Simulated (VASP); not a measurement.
The system is MgW.

```
Mg W
1.0
     3.87008    0.00000    0.00000
     0.00000    3.87008    0.00000
     0.00000    0.00000    2.56241
Mg W
1 1
Direct
  0.50000 0.50000 0.00000
  0.00000 0.00000 0.00000
```

```yaml
Program: VASP 6.6.1
Task: relaxation of cell and atoms
Functional: PBE
Potentials_or_basis: VASP PAW PBE potentials, release 64 (Mg, W_sv)
Cutoff: 600 eV
k_mesh: 14 × 14 × 22
Occupations: gaussian, width 0.1 eV
Spin: no spin polarisation
```

At the start: pressure 1.3 GPa; volume 19.19 Å³/atom.

Task: Where does the relaxation end?

Result: Over 4 steps the energy falls by 3.1 meV/atom and the volume is 19.37 Å³/atom (+0.9 %); space group P4/mmm (No. 123, to 0.05 Å).

The path:
| step | energy change (eV) | largest force (eV/Å) | pressure (GPa) | volume (Å³) |
| --- | --- | --- | --- | --- |
| 1 | 0.0000 | 0.0000 | 1.35 | 38.38 |
| 2 | 0.0014 | 0.0000 | -1.45 | 39.27 |
| 3 | -0.0062 | 0.0000 | -0.10 | 38.80 |
| 4 | -0.0062 | 0.0000 | 0.03 | 38.74 |

Final structure:
```xyz
2
Lattice="3.8652 0.0000 0.0000 0.0000 3.8652 0.0000 0.0000 0.0000 2.5929" Properties=species:S:1:pos:R:3 pbc="T T T"
Mg    1.9326    1.9326    2.5929
W     0.0000    0.0000    0.0000
```
